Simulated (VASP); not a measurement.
# ZnO (I4cm) in VASP: a series of runs, part 3 of 3

VASP 6.6.1.

**4. Single point, PBE (14.21 Å³/atom)**

This run uses another cell than the first one, of 14.21 Å³/atom.

Input file INCAR:

```
SYSTEM = ZnO
PREC = Accurate ; ENCUT = 520
EDIFF = 1E-6 ; ISMEAR = 0
SIGMA = 0.02 ; LREAL = .False.
LASPH = .True. ; NELM = 80
ALGO = Normal ; ISIF = 2
LWAVE = .False. ; LCHARG = .True.
GGA = PE ; LELF = .True.
LVHAR = .True. ; NBANDS = 46
```

Input file KPOINTS:

```
Automatic mesh
0
Gamma
  8 8 8
  0 0 0
```

Input file POSCAR:

```
ZnO
1.0
   -3.2631843514      3.2631843514      2.6693890911
    3.2631843514     -3.2631843514      2.6693890911
    3.2631843514      3.2631843514     -2.6693890911
Zn O
4 4
Direct
    0.4105355911      0.9105355911      0.1984986781
    0.7120369130      0.2120369130      0.8015013219
    0.9105355911      0.7120369130      0.5000000000
    0.2120369130      0.4105355911      0.5000000000
    0.2886297239      0.0895597720      0.5000000000
    0.5895597720      0.7886297239      0.5000000000
    0.7886297239      0.2886297239      0.1990699518
    0.0895597720      0.5895597720      0.8009300482
```

Potentials or basis: VASP PAW PBE potentials, release 64 (Zn, O).

On the command line:

```
$ cat potpaw_PBE.64/Zn/POTCAR potpaw_PBE.64/O/POTCAR > POTCAR
$ mpirun -np 1 vasp_std > vasp.out
```

OUTCAR:

```text
SYSTEM = ZnO
   PREC = Accurate
   ENCUT = 520
   EDIFF = 1E-6
   ISMEAR = 0
   LREAL = .False.
   LASPH = .True.
   NELM = 80
   ISIF = 2
   GGA = PE

 ion  position               nearest neighbor table
   1  0.411  0.911  0.198-   8 1.95   7 2.02   5 2.07   6 2.07   2 2.78
   2  0.712  0.212  0.802-   7 1.95   8 2.02   5 2.07   6 2.07   1 2.78
   3  0.911  0.712  0.500-   6 1.95   5 2.02   7 2.07   8 2.07   4 2.78
   4  0.212  0.411  0.500-   5 1.95   6 2.02   7 2.07   8 2.07   3 2.78
   5  0.289  0.090  0.500-   4 1.95   3 2.02   1 2.07   2 2.07
   6  0.590  0.789  0.500-   3 1.95   4 2.02   1 2.07   2 2.07
   7  0.789  0.289  0.199-   2 1.95   1 2.02   3 2.07   4 2.07
   8  0.090  0.590  0.801-   1 1.95   2 2.02   3 2.07   4 2.07

  LATTYP: Found a body centered tetragonal cell.
 ALAT       =     6.5263687028
 C/A-ratio  =     0.8180319601

  Lattice vectors:

 A1 = (  -3.2631843514,   3.2631843514,   2.6693890911)
 A2 = (   3.2631843514,  -3.2631843514,   2.6693890911)
 A3 = (   3.2631843514,   3.2631843514,  -2.6693890911)

Analysis of symmetry for initial positions (statically):
=====================================================================
 Subroutine PRICEL returns:
 Original cell was already a primitive cell.

 Routine SETGRP: Setting up the symmetry group for a
 body centered tetragonal supercell.

 Subroutine GETGRP returns: Found  8 space group operations
 (whereof  4 operations were pure point group operations)
 out of a pool of 16 trial point group operations.

The static configuration has the point symmetry     .
 The point group associated with its full space group is C_4v.

Analysis of symmetry for dynamics (positions and initial velocities):
=====================================================================
 Subroutine PRICEL returns:
 Original cell was already a primitive cell.

 Routine SETGRP: Setting up the symmetry group for a
 body centered tetragonal supercell.

 Subroutine GETGRP returns: Found  8 space group operations
 (whereof  4 operations were pure point group operations)
 out of a pool of 16 trial point group operations.

The dynamic configuration has the point symmetry C_4v.
 The point group associated with its full space group is C_4v.

 Subroutine INISYM returns: Found  8 space group operations
 (whereof  4 operations are pure point group operations),
 and found     1 'primitive' translations

----------------------------------------------------------------------------------------

                                     Primitive cell

  volume of cell :     113.6986

  direct lattice vectors                    reciprocal lattice vectors
    -3.263184351  3.263184351  2.669389091     0.000000000  0.153224564  0.187308775
     3.263184351 -3.263184351  2.669389091     0.153224564  0.000000000  0.187308775
     3.263184351  3.263184351 -2.669389091     0.153224564  0.153224564  0.000000000

  length of vectors
     5.331264610  5.331264610  5.331264610     0.241996579  0.241996579  0.216692257

  position of ions in fractional coordinates (direct lattice)
     0.410535591  0.910535591  0.198498678
     0.712036913  0.212036913  0.801501322
     0.910535591  0.712036913  0.500000000
     0.212036913  0.410535591  0.500000000
     0.288629724  0.089559772  0.500000000
     0.589559772  0.788629724  0.500000000
[... 41 lines left out ...]
            Coordinates               Weight
  0.000000  0.000000  0.000000      1.000000
  0.125000  0.000000  0.000000      8.000000
  0.250000  0.000000  0.000000      8.000000
  0.375000  0.000000 -0.000000      8.000000
  0.500000  0.000000  0.000000      4.000000
  0.125000  0.125000  0.000000      8.000000
[... 16 lines left out ...]
  0.250000  0.125000  0.125000     16.000000
  0.375000  0.125000  0.125000      8.000000
 [... further k-points ...]
   k-points           NKPTS =     59   k-points in BZ     NKDIM =     59   number of bands    NBANDS=     46
   number of dos      NEDOS =    301   number of ions     NIONS =      8
   total plane-waves  NPLWV =  64000
   dimension x,y,z NGX =    40 NGY =   40 NGZ =   40
   dimension x,y,z NGXF=    80 NGYF=   80 NGZF=   80
   ions per type =               4   4
   NGX,Y,Z   is equivalent  to a cutoff of  12.47, 12.47, 12.47 a.u.
   NGXF,Y,Z  is equivalent  to a cutoff of  24.95, 24.95, 24.95 a.u.
 SYSTEM =  ZnO
   PREC   = accura    normal or accurate (medium, high low for compatibility)
   ISTART =      0    job   : 0-new  1-cont  2-samecut
   ICHARG =      2    charge: 1-file 2-atom 10-const
   ISPIN  =      1    spin polarized calculation?
   LNONCOLLINEAR =      F non collinear calculations
   LSORBIT =      F    spin-orbit coupling
   LASPH  =      T    aspherical Exc in radial PAW
   ENCUT  =  520.0 eV  38.22 Ry    6.18 a.u.   9.91  9.91  9.91*2*pi/ulx,y,z
   NELM   =     80;   NELMIN=  2; NELMDL= -5     # of ELM steps
   EDIFF  = 0.1E-05   stopping-criterion for ELM
   LREAL  =      F    real-space projection
   EDIFFG = 0.1E-04   stopping-criterion for IOM
   NSW    =      0    number of steps for IOM
   IBRION =     -1    ionic relax: 0-MD 1-quasi-New 2-CG
   NFREE  =      0    steps in history (QN), initial steepest desc. (CG)
   ISIF   =      2    stress and relaxation
   ISYM   =      2    0-nonsym 1-usesym 2-fastsym
   POTIM  = 0.5000    time-step for ionic-motion
   TEBEG  =    0.0;   TEEND  =   0.0 temperature during run
   PSTRESS=    0.0 pullay stress
   NELECT =      72.0000    total number of electrons
   NUPDOWN=      -1.0000    fix difference up-down
   EMIN   =  10.00;   EMAX   =-10.00  energy-range for DOS
   EFERMI =   0.00;   METHOD = LEGACY
   ISMEAR =     0;   SIGMA  =   0.02  broadening in eV -4-tet -1-fermi 0-gaus
   EFERMI_NEDOS =   21; number of points for ismear=-14 and -15
   IALGO  =     38    algorithm
   IMIX   =      4    mixing-type and parameters
     AMIX     =   0.40;   BMIX     =  1.00
     AMIX_MAG =   1.60;   BMIX_MAG =  1.00
  volume/ion in A,a.u.               =      14.21        95.91
  Fermi-wavevector in a.u.,A,eV,Ry     =   1.405834  2.656641 26.890126  1.976369
  Thomas-Fermi vector in A             =   2.528255
   LORBIT       =      0    0 simple, 1 ext, 2 COOP (PROOUT), +10 PAW based schemes
   GGA     = PE    functional components
   LHFCALC =     F    Hartree Fock is set to
   AEXX    =    0.0000 exact exchange contribution
   IVDW    =     0    specifies the selected vdW correction
   LEPSILON=     F    determine dielectric tensor
   LRPA    =     F    only Hartree local field effects (RPA)
 non-spin polarized calculation
 Gauss-broadening in eV      SIGMA  =   0.02
  energy-cutoff  :      520.00
  volume of cell :      113.70
 maximum number of plane-waves:      3078
   NGX = 19   NGY = 19   NGZ = 19

 number of electron      72.0000010 magnetization

 Free energy of the ion-electron system (eV)
  ---------------------------------------------------
  ext. energy  EPLUGINS =         0.00000000
  ---------------------------------------------------
  free energy    TOTEN  =       -35.13443206 eV

  energy without entropy =      -35.13443206  energy(sigma->0) =      -35.13443206

 E-fermi :   0.0807     XC(G=0):  -9.7508

 val. band max:       -0.0256253218   @ k =   0.0000   0.0000   0.0000
 cond. band min:       0.8496573287   @ k =   0.0000   0.0000   0.0000
 fundamental gap:      0.8752826505
 Fermi energy:         0.0807006652

 k-point     1 :       0.0000    0.0000    0.0000
  band No.  band energies     occupation
      1     -17.5649      2.00000
      2     -16.8851      2.00000
      3     -16.6626      2.00000
      4     -16.6626      2.00000
      5      -5.9886      2.00000
      6      -5.4741      2.00000
[... 1165 lines left out ...]
     45       9.5316      0.00000
     46       9.5316      0.00000

 [... further k-points ...]
[... 5 lines left out ...]
  --------------------------------------------------------------------------------------
  -------------------------------------------------------------------------------------
  Total       -1.6953873     -1.6953873     -1.7226420      0.0000000     -0.0000000      0.0000000
  in kB      -23.8904553    -23.8904553    -24.2745135      0.0000000     -0.0000000      0.0000000
  external PRESSURE =     -24.0184747 kB  Pullay stress =       0.0000000 kB

 VOLUME and BASIS-vectors are now :
 -----------------------------------------------------------------------------
  energy-cutoff  :      520.00
  volume of cell :      113.70
      direct lattice vectors                 reciprocal lattice vectors
    -3.263184351  3.263184351  2.669389091     0.000000000  0.153224564  0.187308775
     3.263184351 -3.263184351  2.669389091     0.153224564  0.000000000  0.187308775
     3.263184351  3.263184351 -2.669389091     0.153224564  0.153224564  0.000000000

 POSITION                                       TOTAL-FORCE (eV/Angst)
 -----------------------------------------------------------------------------------
      2.27933     -0.98385      2.99658         0.015035      0.015035      0.008603
      0.98385      4.24704      0.32719        -0.015035     -0.015035      0.008603
      0.98385      2.27933      2.99658        -0.015035      0.015035      0.008603
      2.27933      0.98385      0.32719         0.015035     -0.015035      0.008603
      0.98199      2.28119     -0.32516        -0.018739      0.018739     -0.008603
      2.28119      0.98199      2.34423         0.018739     -0.018739     -0.008603
     -0.98199      2.28119      2.34423         0.018739      0.018739     -0.008603
      4.24517      0.98199     -0.32516        -0.018739     -0.018739     -0.008603
 -----------------------------------------------------------------------------------
    total drift:                                0.000001      0.000001      0.001171

  FREE ENERGIE OF THE ION-ELECTRON SYSTEM (eV)
  ---------------------------------------------------
  free  energy   TOTEN  =       -35.1344320622 eV

  energy  without entropy=      -35.1344320622  energy(sigma->0) =      -35.13443206
```

Run time: 2.8 min. Hardware: 1 thread of Intel Xeon 6975P-C (Granite Rapids), shared host; peak memory 0.37 GiB.

Results:

```
Free energy            : -35.1344 eV
Pressure               : -2.4 GPa
Largest force          : 0.028 eV/Å
Band gap on the k mesh : 0.88 eV
```

Forces in eV/Å, atoms in the order of the input:
```
Zn   0.015  0.015  0.009
Zn  -0.015 -0.015  0.009
Zn  -0.015  0.015  0.009
Zn   0.015 -0.015  0.009
O   -0.019  0.019 -0.009
O    0.019 -0.019 -0.009
O    0.019  0.019 -0.009
O   -0.019 -0.019 -0.009
```

Levels at points of the mesh, in eV from the valence-band top:
```
           k point  band 33  band 34  band 35  band 36  band 37  band 38  band 39  band 40
(0.00, 0.00, 0.00)    -0.97    -0.10    -0.10     0.00     0.88     7.06     7.56     7.56
(0.50, 0.00, 0.00)    -1.08    -1.08    -0.78    -0.78     4.44     4.44     6.07     6.07
(0.50, 0.50, 0.00)    -0.87    -0.71    -0.52    -0.37     3.44     4.38     7.07     7.17
(0.50, 0.50, 0.50)    -1.05    -0.77    -0.77    -0.25     5.09     5.10     5.10     6.15
```

**5. Relaxation of shape and atoms at fixed volume, PBE (12.56 Å³/atom)**

This run uses another cell than the first one, of 12.56 Å³/atom.

Input file INCAR:

```
  PREC = Accurate
  ENCUT = 600
  EDIFF = 1E-7
  ISMEAR = 0
  SIGMA = 0.02
  LREAL = False
  LASPH = True
  NELM = 100
  ALGO = Normal
  ISIF = 4
  LWAVE = False
  LCHARG = False
  GGA = PE
  IBRION = 2
  NSW = 50
  EDIFFG = -0.01
```

Input file KPOINTS:

```
regular mesh
0
Gamma
  8 8 8
```

Input file POSCAR:

```
ZnO
1.0
   -3.1313066290      3.1313066290      2.5612270119
    3.1313066290     -3.1313066290      2.5612270119
    3.1313066290      3.1313066290     -2.5612270119
Zn O
4 4
Direct
    0.4098650953      0.9098650953      0.1977538539
    0.7121112414      0.2121112414      0.8022461461
    0.9098650953      0.7121112414      0.5000000000
    0.2121112414      0.4098650953      0.5000000000
    0.2890481208      0.0897375426      0.5000000000
    0.5897375426      0.7890481208      0.5000000000
    0.7890481208      0.2890481208      0.1993105782
    0.0897375426      0.5897375426      0.8006894218
```

On the command line:

```
$ cat potpaw_PBE.64/Zn/POTCAR potpaw_PBE.64/O/POTCAR > POTCAR
$ mpirun -np 1 vasp_std > vasp.out
```

Run time: 18 min. Hardware: 1 thread of Oxide Virtual Turin-like, shared host; peak memory 0.39 GiB.

Results (log left out):

- Free energy: -34.7094 eV
- Energy gained by relaxing: 0.0 meV/atom
- Ionic steps: 4
- Pressure after relaxing: 14.3 GPa
- Largest force after relaxing: 0.006 eV/Å
- Band gap on the k mesh: 1.06 eV

Forces on the atoms (eV/Å):
```
Zn  -0.004 -0.004  0.000
Zn   0.004  0.004  0.000
Zn   0.004 -0.004  0.000
Zn  -0.004  0.004  0.000
O   -0.003  0.003  0.000
O    0.003 -0.003  0.000
O    0.003  0.003  0.000
O   -0.003 -0.003  0.000
```

Stress tensor (GPa, compression positive):
```
14.34  0.00  0.00
 0.00 14.34  0.00
 0.00  0.00 14.22
```

Step by step:
| step | energy change (eV) | largest force (eV/Å) | pressure (GPa) | volume (Å³) |
| --- | --- | --- | --- | --- |
| 1 | 0.0000 | 0.0228 | 14.31 | 100.45 |
| 2 | -0.0001 | 0.0121 | 14.29 | 100.45 |
| 3 | -0.0001 | 0.0115 | 14.29 | 100.45 |
| 4 | -0.0002 | 0.0056 | 14.30 | 100.45 |

Final structure:
```cif
data_structure
_symmetry_space_group_name_H-M 'P 1'
_symmetry_Int_Tables_number 1
_cell_length_a 5.1156
_cell_length_b 5.1156
_cell_length_c 5.1156
_cell_angle_alpha 104.519
_cell_angle_beta 104.519
_cell_angle_gamma 119.906
_cell_volume 100.45
loop_
_atom_site_label
_atom_site_type_symbol
_atom_site_fract_x
_atom_site_fract_y
_atom_site_fract_z
_atom_site_occupancy
Zn1 Zn 0.40956 0.90956 0.19750 1
Zn2 Zn 0.71206 0.21206 0.80250 1
Zn3 Zn 0.90956 0.71206 0.50000 1
Zn4 Zn 0.21206 0.40956 0.50000 1
O1 O 0.28937 0.08977 0.50000 1
O2 O 0.58977 0.78937 0.50000 1
O3 O 0.78937 0.28937 0.19961 1
O4 O 0.08977 0.58977 0.80039 1
```

Levels at points of the mesh, in eV from the valence-band top:
```csv
k point,band 34,band 35,band 36,band 37,band 38,band 39
"(0.00, 0.00, 0.00)",-0.08,-0.08,0.00,1.06,6.99,8.37
"(0.50, 0.00, 0.00)",-1.27,-0.91,-0.91,4.69,4.69,6.45
"(0.50, 0.50, 0.00)",-0.89,-0.58,-0.43,3.89,4.42,7.50
"(0.50, 0.50, 0.50)",-0.89,-0.89,-0.32,5.57,5.58,5.58
```

A k mesh can miss the band edges.

**6. The runs side by side**

| task | cell | cutoff (eV) | gap on the mesh (eV) | pressure (GPa) | largest force (eV/Å) |
| --- | --- | --- | --- | --- | --- |
| single point | a = 5.226 Å, angles 104.5, 104.5, 119.9°, 8 atoms | 520 | 0.97 | 4.7 | 0.02 |
| single point | a = 5.279 Å, angles 104.5, 104.5, 119.9°, 8 atoms | 520 | 0.92 | 0.9 | 0.02 |
| single point | a = 5.331 Å, angles 104.5, 104.5, 119.9°, 8 atoms | 520 | 0.88 | -2.4 | 0.03 |
| relaxation of shape and atoms at fixed volume | relaxed from a = 5.116 Å, angles 104.5, 104.5, 119.9°, 8 atoms | 600 | 1.06 | 14.3 | 0.01 |

Alike in all rows: level PBE; potentials or basis VASP PAW PBE potentials, release 64 (Zn, O); no spin polarisation; k mesh 8 × 8 × 8; smearing gaussian 0.02 eV.

Caveats: the cell stands under pressure (at least some runs).

Total energies depend on the potentials used, so only differences within one code and one set of settings carry meaning.
